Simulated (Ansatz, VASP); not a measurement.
**MgI2: VASP beside Ansatz**

```
Mg I
1.0
     4.18343    0.00000    0.00000
    -2.09172    3.62296    0.00000
     0.00000    0.00000    6.86237
Mg I
1 2
Direct
  0.00000 0.00000 0.00000
  0.33333 0.66667 0.72992
  0.66667 0.33333 0.27008
```

Alike in both runs: task single point; functional LDA; k mesh 6 × 6 × 4; occupations gaussian, width 0.05 eV; no spin polarisation.

```csv
,VASP,Ansatz
version,VASP 6.6.1,Ansatz 0.2.0
potentials or method,"VASP PAW LDA potentials, release 64 (Mg, I), cutoff 520 eV","scalar-relativistic, plane waves, PAW"
valence electrons in the cell,16,44
```

```tsv
	VASP	Ansatz	Ansatz less VASP
gap on the k mesh at the Fermi level (eV)	2.86	2.86	-0.006
least direct gap on the mesh (eV)	2.86	2.86	-0.006
pressure (GPa)	-3.9	-3.8	+0.11
traceless stress, the component that is largest in VASP (GPa)	-1.29	-1.30	-0.008
rms of the force components (eV/Å)	0.473	0.466	-0.0072
```

LDA's correlation is that of Perdew and Zunger in VASP and of Perdew and Wang (1992) in Ansatz. Atom by atom the forces differ by 0.007 eV/Å (rms over components). VASP's potentials hold 16 valence electrons a cell and Ansatz's 44, so a difference there can come from the potentials and not from the codes.

Neither program's run includes spin-orbit coupling.
